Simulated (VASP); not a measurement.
Write the native input for VASP 6.6.1 that does the following.

```yaml
Task: relaxation of cell and atoms
Functional: PBEsol
Potentials_or_basis: VASP PAW PBE potentials, release 64 (Al, Cu)
Cutoff: 600 eV
k_mesh: 10 × 10 × 10
Occupations: fermi-dirac, width 0.15 eV
Spin: no spin polarisation
Dipole_correction: no
Further_INCAR_settings: ALGO = Fast; EDIFF = 1e-07; IBRION = 2; EDIFFG = -0.001; NSW = 80; ISIF = 3
```

The structure of Al2Cu lies in POSCAR:

```
Al2Cu
1.0
   -2.9961666526      2.9961666526      2.4142997894
    2.9961666526     -2.9961666526      2.4142997894
    2.9961666526      2.9961666526     -2.4142997894
Al Cu
4 2
Direct
    0.3406588574      0.1593411426      0.5000000000
    0.1593411426      0.6593411426      0.8186822852
    0.8406588574      0.3406588574      0.1813177148
    0.6593411426      0.8406588574      0.5000000000
    0.7500000000      0.7500000000      0.0000000000
    0.2500000000      0.2500000000      0.0000000000
```

One way to write it, as run:

INCAR

```
PREC = Accurate ; ENCUT = 600
EDIFF = 1E-7 ; ISMEAR = -1
SIGMA = 0.15 ; LREAL = F
LASPH = T ; NELM = 100
ALGO = Fast ; ISIF = 3
LWAVE = F ; LCHARG = F
GGA = PS ; IBRION = 2
NSW = 80 ; EDIFFG = -0.001
```

KPOINTS

```
regular mesh
0
Gamma
  10 10 10
```

Potentials or basis: VASP PAW PBE potentials, release 64 (Al, Cu).

The run is started by

```bash
$ cat potpaw_PBE.64/Al/POTCAR potpaw_PBE.64/Cu/POTCAR > POTCAR
$ mpirun -np 1 vasp_std > vasp.out
```

It gave:

The relaxed volume is 14.50 Å³/atom, the relaxed cell is a = 4.883 Å, b = 4.883 Å, c = 4.883 Å, α = 104.16°, β = 104.16°, γ = 120.71° and the space group after relaxing (to 0.1 Å) is I4/mcm (No. 140). The energy gained by relaxing is 0.1 meV/atom. The ionic steps are 14 and the pressure after relaxing is 0.0 GPa. The band gap on the k mesh is zero (bands 17 and 18 overlap by 4.42 eV).

Caveat: the PAW data sets were made with another functional, which shifts forces and pressure a little.

Run time: 17 min on 1 thread of AMD EPYC 9R45 (Zen 5), on a shared host, peak memory 0.37 GiB.
